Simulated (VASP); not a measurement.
Runs of VASP 6.6.1 on NaH. The structure is that of space group Fm-3m (No. 225), or close to it. The cells are those of the table. 

```csv
task,level,cell,gap on the mesh (eV),pressure (GPa)
electric field gradients,PBE,"a = 3.404 Å, angles 60.0°, 2 atoms",4.09,(b)
electric field gradients,PBE,"a = 3.496 Å, angles 60.0°, 2 atoms",3.94,(a)
single point,PBEsol,"a = 3.496 Å, angles 60.0°, 2 atoms",(c),-1.9
single point,PBE,"a = 3.451 Å, angles 60.0°, 2 atoms",4.01,-0.7
```

Alike in all rows: potentials or basis VASP PAW PBE potentials, release 64 (Na_pv, H); no spin polarisation; k mesh 9 × 9 × 9; cutoff (eV) 520; smearing fermi-dirac 0.03 eV.

Q: Fill in the values left out.

A: (a) -1.4; (b) 0.2; (c) 3.75.

Caveats: an odd mesh through Γ misses points on the zone boundary, where band edges can lie; the PAW data sets were made with another functional, which shifts forces and pressure a little (at least some runs).
